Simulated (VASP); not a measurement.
A run of VASP 6.6.1:

File INCAR:

```
PREC = Accurate ; ENCUT = 520
EDIFF = 1E-7 ; ISMEAR = 0
SIGMA = 0.05 ; LREAL = False
LASPH = True ; NELM = 80
ALGO = Normal ; ISIF = 2
LWAVE = False ; LCHARG = False
NBANDS = 15
```

The input KPOINTS:

```
regular mesh
0
Gamma
  9 9 4
```

File POSCAR:

```
MgI2
1.0
    4.4744378167      0.0000000000      0.0000000000
   -2.2372189084      3.8749768170      0.0000000000
    0.0000000000      0.0000000000      5.9134923372
Mg I
1 2
Direct
    0.0000000000      0.0000000000      0.0000000000
    0.3333333333      0.6666666667      0.7576300000
    0.6666666667      0.3333333333      0.2423700000
```

Potentials or basis: VASP PAW LDA potentials, release 64 (Mg, I).

Launch:

```console
$ cat potpaw_LDA.64/Mg/POTCAR potpaw_LDA.64/I/POTCAR > POTCAR
$ mpirun -np 1 vasp_std > vasp.out
```

Hardware: 1 thread of Intel(R) Xeon(R) 6975P-C (Granite Rapids), with other jobs on the host.

Q: Estimate the wall time of this run.

A: Run time: 21 s on 1 thread of Intel(R) Xeon(R) 6975P-C (Granite Rapids), with other jobs on the host, peak memory 0.23 GiB. Counts: scf iterations 13, k points 43.
